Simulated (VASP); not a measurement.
# SrC2 (R-3m) in VASP: further runs

The runs below take SrC2 through single point, relaxation of cell and atoms, with LDA.

Everything below comes from runs of VASP 6.6.1. Logs are shortened: lines on timing, memory, paths and dates and some standing lists are left out, and cuts for length are marked.

### Step 1. The cell of the first run

Symmetry: R-3m, No. 166, trigonal system. The conventional cell has a = 4.818 Å, b = 4.818 Å, c = 6.839 Å, α = 90.00°, β = 90.00°, γ = 120.00°. Sr (site symmetry -3m) has 14 C at 2.79 to 3.30 Å and 6 Sr at 3.60 Å within 3.7 Å. Within 1.7 Å of C (site symmetry 3m) lie 1 C at 1.26 Å.

### Step 2. Single point, LDA

File INCAR:

```
  PREC = Accurate
  ENCUT = 600
  EDIFF = 1E-6
  ISMEAR = -1
  SIGMA = 0.05
  LREAL = F
  LASPH = T
  NELM = 120
  ALGO = Normal
  ISIF = 2
  LWAVE = F
  LCHARG = F
  NBANDS = 16
  GGA_COMPAT = F
```

File KPOINTS:

```
regular mesh
0
Gamma
  5 5 5
```

File POSCAR:

```
SrC2
1.0
    2.4087905028      1.3907160099      2.2796535878
   -2.4087905028      1.3907160099      2.2796535878
    0.0000000000     -2.7814315257      2.2796538892
Sr C
1 2
Direct
    0.0000000000      0.0000000000      0.0000000000
    0.5918425778      0.5918425778      0.5918425778
    0.4081574222      0.4081574222      0.4081574222
```

Potentials or basis: VASP PAW LDA potentials, release 64 (Sr_sv, C).

Started as:

```bash
cat potpaw_LDA.64/Sr_sv/POTCAR potpaw_LDA.64/C/POTCAR > POTCAR
mpirun -np 1 vasp_std > vasp.out
```

OUTCAR:

```text
PREC = Accurate
   ENCUT = 600
   EDIFF = 1E-6
   ISMEAR = -1
   LREAL = F
   LASPH = T
   NELM = 120
   ISIF = 2

 ion  position               nearest neighbor table
   1  0.000  0.000  0.000-   2 2.79   3 2.79   2 2.83   3 2.83   2 2.83   2 2.83   3 2.83   3 2.83
                             2 3.30   3 3.30   3 3.30   2 3.30   3 3.30   2 3.30
   2  0.592  0.592  0.592-   3 1.26   1 2.79   1 2.83   1 2.83   1 2.83   1 3.30   1 3.30   1 3.30

   3  0.408  0.408  0.408-   2 1.26   1 2.79   1 2.83   1 2.83   1 2.83   1 3.30   1 3.30   1 3.30

  LATTYP: Found a trigonal (rhomboedric) cell.
 ALAT       =     3.5962735139
 COS(alpha) =     0.1027310752

  Lattice vectors:

 A1 = (   2.4087905028,   1.3907160099,   2.2796535878)
 A2 = (  -2.4087905028,   1.3907160099,   2.2796535878)
 A3 = (   0.0000000000,  -2.7814315257,   2.2796538892)

Analysis of symmetry for initial positions (statically):
=====================================================================
 Subroutine PRICEL returns:
 Original cell was already a primitive cell.

 Routine SETGRP: Setting up the symmetry group for a
 trigonal (rhombohedral) supercell.

 Subroutine GETGRP returns: Found 12 space group operations
 (whereof 12 operations were pure point group operations)
 out of a pool of 12 trial point group operations.

The static configuration has the point symmetry D_3d.

Analysis of symmetry for dynamics (positions and initial velocities):
=====================================================================
 Subroutine PRICEL returns:
 Original cell was already a primitive cell.

 Routine SETGRP: Setting up the symmetry group for a
 trigonal (rhombohedral) supercell.

 Subroutine GETGRP returns: Found 12 space group operations
 (whereof 12 operations were pure point group operations)
 out of a pool of 12 trial point group operations.

The dynamic configuration has the point symmetry D_3d.

 Subroutine INISYM returns: Found 12 space group operations
 (whereof 12 operations are pure point group operations),
 and found     1 'primitive' translations

----------------------------------------------------------------------------------------

                                     Primitive cell

  volume of cell :      45.8203

  direct lattice vectors                    reciprocal lattice vectors
     2.408790503  1.390716010  2.279653588     0.207573054  0.119842369  0.146221031
    -2.408790503  1.390716010  2.279653588    -0.207573054  0.119842369  0.146221031
     0.000000000 -2.781431526  2.279653889     0.000000000 -0.239684706  0.146221057

[... 81 lines left out ...]
   EDIFFG = 0.1E-04   stopping-criterion for IOM
   NSW    =      0    number of steps for IOM
   IBRION =     -1    ionic relax: 0-MD 1-quasi-New 2-CG
   NFREE  =      0    steps in history (QN), initial steepest desc. (CG)
   ISIF   =      2    stress and relaxation
   ISYM   =      2    0-nonsym 1-usesym 2-fastsym
   POTIM  = 0.5000    time-step for ionic-motion
   TEBEG  =    0.0;   TEEND  =   0.0 temperature during run
   PSTRESS=    0.0 pullay stress
   NELECT =      18.0000    total number of electrons
   NUPDOWN=      -1.0000    fix difference up-down
   EMIN   =  10.00;   EMAX   =-10.00  energy-range for DOS
   EFERMI =   0.00;   METHOD = LEGACY
   ISMEAR =    -1;   SIGMA  =   0.05  broadening in eV -4-tet -1-fermi 0-gaus
   EFERMI_NEDOS =   21; number of points for ismear=-14 and -15
   IALGO  =     38    algorithm
   IMIX   =      4    mixing-type and parameters
     AMIX     =   0.40;   BMIX     =  1.00
     AMIX_MAG =   1.60;   BMIX_MAG =  1.00
  volume/ion in A,a.u.               =      15.27       103.07
  Fermi-wavevector in a.u.,A,eV,Ry     =   1.198983  2.265750 19.559205  1.437561
  Thomas-Fermi vector in A             =   2.334858
   LORBIT       =      0    0 simple, 1 ext, 2 COOP (PROOUT), +10 PAW based schemes
   GGA     = CA    functional components
   LHFCALC =     F    Hartree Fock is set to
   AEXX    =    0.0000 exact exchange contribution
   IVDW    =     0    specifies the selected vdW correction
   LEPSILON=     F    determine dielectric tensor
   LRPA    =     F    only Hartree local field effects (RPA)
 non-spin polarized calculation
  energy-cutoff  :      600.00
  volume of cell :       45.82
 maximum number of plane-waves:      1542
 NGX is ok and might be reduce to    30
   NGX = 15   NGY = 15   NGZ = 15

 number of electron      18.0000001 magnetization

 Free energy of the ion-electron system (eV)
  ---------------------------------------------------
  ext. energy  EPLUGINS =         0.00000000
  ---------------------------------------------------
  free energy    TOTEN  =       -21.51622281 eV

  energy without entropy =      -21.51622272  energy(sigma->0) =      -21.51622277

 E-fermi :   3.0938     XC(G=0): -10.4447

 val. band max:        2.3726113369   @ k =  -0.4000   0.4000   0.4000
 cond. band min:       3.7521141510   @ k =   0.0000   0.0000   0.0000
 fundamental gap:      1.3795028141
 Fermi energy:         3.0937866375

 k-point     1 :       0.0000    0.0000    0.0000
  band No.  band energies     occupation
      1     -31.1500      2.00000
      2     -13.1126      2.00000
      3     -13.1126      2.00000
      4     -12.9914      2.00000
      5     -10.5904      2.00000
      6      -0.2729      2.00000
[... 338 lines left out ...]
      3     -13.4616      2.00000
      4     -13.4272      2.00000
      5      -9.8248      2.00000
      6      -2.5403      2.00000
[... 8 lines left out ...]
     15      11.4455      0.00000
     16      11.5414      0.00000

------------------------ aborting loop because EDIFF is reached ----------------------------------------

  FORCE on cell =-STRESS in cart. coord.  units (eV):
  Direction    XX          YY          ZZ          XY          YZ          ZX
  --------------------------------------------------------------------------------------
  -------------------------------------------------------------------------------------
  Total        0.0941948      0.0941948      0.1958822      0.0000000      0.0000000      0.0000000
  in kB        3.2936707      3.2936707      6.8493290      0.0000000      0.0000003      0.0000000
  external PRESSURE =       4.4788902 kB  Pullay stress =       0.0000000 kB

 VOLUME and BASIS-vectors are now :
 -----------------------------------------------------------------------------
  energy-cutoff  :      600.00
  volume of cell :       45.82
      direct lattice vectors                 reciprocal lattice vectors
     2.408790503  1.390716010  2.279653588     0.207573054  0.119842369  0.146221031
    -2.408790503  1.390716010  2.279653588    -0.207573054  0.119842369  0.146221031
     0.000000000 -2.781431526  2.279653889     0.000000000 -0.239684706  0.146221057

 POSITION                                       TOTAL-FORCE (eV/Angst)
 -----------------------------------------------------------------------------------
      0.00000      0.00000      0.00000        -0.000000      0.000000      0.000000
      0.00000      0.00000      4.04759         0.000000      0.000000      0.079070
      0.00000      0.00000      2.79137         0.000000     -0.000000     -0.079070
 -----------------------------------------------------------------------------------
    total drift:                               -0.000000      0.000000      0.000000

  FREE ENERGIE OF THE ION-ELECTRON SYSTEM (eV)
  ---------------------------------------------------
  free  energy   TOTEN  =       -21.5162228149 eV

  energy  without entropy=      -21.5162227231  energy(sigma->0) =      -21.51622277
```

It took 9 s on 1 thread of Intel Xeon 6975P-C (Granite Rapids), shared host; peak memory 0.15 GiB.

Results:

* Free energy: -21.5162 eV
* Pressure: 0.4 GPa
* Largest force: 0.079 eV/Å
* Band gap on the k mesh: 1.38 eV (least direct gap 2.22 eV)

Forces on the atoms (eV/Å):
```
Sr   0.000  0.000  0.000
C    0.000  0.000  0.079
C    0.000  0.000 -0.079
```

### Step 3. Relaxation of cell and atoms, LDA

This run uses another cell than the first one, of 16.88 Å³/atom.

File INCAR:

```
ALGO     = Normal         # electronic algorithm
EDIFF    = 1E-7           # SCF threshold, eV
EDIFFG   = -0.01          # ionic threshold
ENCUT    = 600            # plane-wave cutoff, eV
GGA      = CA             # functional
GGA_COMPAT= False        
IBRION   = 2              # ionic algorithm
ISIF     = 3              # what is computed and relaxed
ISMEAR   = -1             # smearing method
LASPH    = True           # aspherical terms in the spheres
LCHARG   = False          # write CHGCAR
LREAL    = False          # projectors in reciprocal space
LWAVE    = False          # write WAVECAR
NELM     = 120            # most SCF steps
NELMIN   = 4            
NSW      = 80             # ionic steps
PREC     = Accurate       # precision mode
SIGMA    = 0.05           # smearing width, eV
```

File KPOINTS:

```
k-points
0
Gamma
  5 5 5
```

File POSCAR:

```
SrC2
1.0
    2.5173260000      1.4533790000      2.3066620000
   -2.5173260000      1.4533790000      2.3066620000
    0.0000000000     -2.9067570000      2.3066620000
Sr C
1 2
Direct
    0.0000000000      0.0000000000      0.0000000000
    0.5915580000      0.5915580000      0.5915580000
    0.4084420000      0.4084420000      0.4084420000
```

Potentials or basis: VASP PAW LDA potentials, release 64 (Sr_sv, C).

Started as:

```bash
cat potpaw_LDA.64/Sr_sv/POTCAR potpaw_LDA.64/C/POTCAR > POTCAR
mpirun -np 1 vasp_std > vasp.out
```

Run time: 1.9 min. Hardware: 1 thread of Intel Xeon 6975P-C (Granite Rapids), shared host; peak memory 0.16 GiB.

It converged, with:

```
Free energy                           : -21.5209 eV
Relaxed volume                        : 15.34 Å³/atom
Relaxed cell                          : a = 3.602 Å, b = 3.602 Å, c = 3.602 Å, α = 84.10°, β = 84.10°, γ = 84.10°
Space group after relaxing (to 0.1 Å) : R-3m (No. 166)
Energy gained by relaxing             : 26.7 meV/atom
Ionic steps                           : 24
Pressure after relaxing               : 0.0 GPa
Largest force after relaxing          : 0.009 eV/Å
Band gap on the k mesh                : 1.39 eV (least direct gap 2.22 eV)
```

Forces on the atoms (eV/Å):
```
Sr   0.000  0.000  0.000
C    0.000  0.000  0.009
C    0.000  0.000 -0.009
```

Stress tensor (GPa, compression positive):
```
-0.01  0.00  0.00
 0.00 -0.01  0.00
 0.00  0.00 -0.09
```

Step by step:
```tsv
step	energy change (eV)	largest force (eV/Å)	pressure (GPa)	volume (Å³)
1	0.0000	0.4584	-5.46	50.64
2	0.1797	7.0961	8.77	46.53
3	-0.0235	1.1034	-2.45	49.53
4	-0.0699	0.1196	-0.93	47.19
5	-0.0738	0.2222	-0.24	46.37
6	-0.0757	0.1782	0.65	46.04
7	-0.0757	0.2116	0.73	46.01
8	-0.0769	0.1368	0.69	45.92
9	-0.0786	0.0852	0.62	45.64
10	-0.0786	0.1145	0.61	45.61
11	-0.0790	0.0637	0.59	45.64
12	-0.0796	0.0897	0.56	45.74
13	-0.0797	0.1510	0.56	45.78
14	-0.0799	0.0548	0.31	45.84
15	-0.0800	0.0097	0.15	45.88
16	-0.0800	0.0139	0.14	45.89
17	-0.0800	0.0079	0.14	45.90
18	-0.0800	0.0114	0.09	45.94
19	-0.0800	0.0494	0.03	46.02
20	-0.0800	0.0338	0.06	45.98
21	-0.0800	0.0008	-0.02	46.01
22	-0.0800	0.0019	-0.02	46.01
23	-0.0800	0.0006	-0.03	46.01
24	-0.0801	0.0088	-0.03	46.03
```

Final structure:
```
Sr C
1.0
     2.41240    1.39280    2.28333
    -2.41240    1.39280    2.28333
     0.00000   -2.78560    2.28333
Sr C
1 2
Direct
  0.00000 0.00000 0.00000
  0.59178 0.59178 0.59178
  0.40822 0.40822 0.40822
```

Levels at points of the mesh, in eV from the valence-band top:
```
           k point  band 6  band 7  band 8  band 9  band 10  band 11  band 12  band 13
(0.00, 0.00, 0.00)   -2.64   -2.14   -0.83   -0.83     1.39     1.39     6.04     6.04
```
